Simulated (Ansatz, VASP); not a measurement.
## Two plane-wave programs on C

```
C
1.0
     0.00000    1.41918   -3.28297
    -2.45809    0.00000    0.00000
     3.27746   12.42671    1.42012
C
10
Cartesian
  0.9832 8.7989 0.9841
  -1.4749 1.7030 -2.2989
  -0.2458 3.8318 -2.2989
  -1.4749 4.5414 0.9841
  -0.2458 6.6701 0.9841
  -0.2458 2.4126 -2.2973
  -1.4749 3.1222 0.9857
  -0.2458 5.2510 0.9857
  -1.4749 7.3797 0.9857
  -0.2458 9.5085 0.9857
```

Alike in both runs: task single point; functional PBEsol; dispersion D3(BJ); k mesh 8 × 11 × 3; occupations gaussian, width 0.05 eV; no spin polarisation.

|  | VASP | Ansatz |
| --- | --- | --- |
| version | VASP 6.6.1 | Ansatz 0.2.0 |
| potentials or method | VASP PAW PBE potentials, release 64 (C), cutoff 520 eV | scalar-relativistic, plane waves, PAW |
| valence electrons in the cell | 40 | 40 |

```tsv
	VASP	Ansatz	Ansatz less VASP
pressure (GPa)	-1.4	-2.0	-0.59
traceless stress, the component that is largest in VASP (GPa)	-1.37	-1.36	+0.006
rms of the force components (eV/Å)	0.734	0.739	+0.0046
```

VASP's potentials were made for PBE, not for PBEsol, and Ansatz warns of the same on its side. Atom by atom the forces differ by 0.017 eV/Å (rms over components).
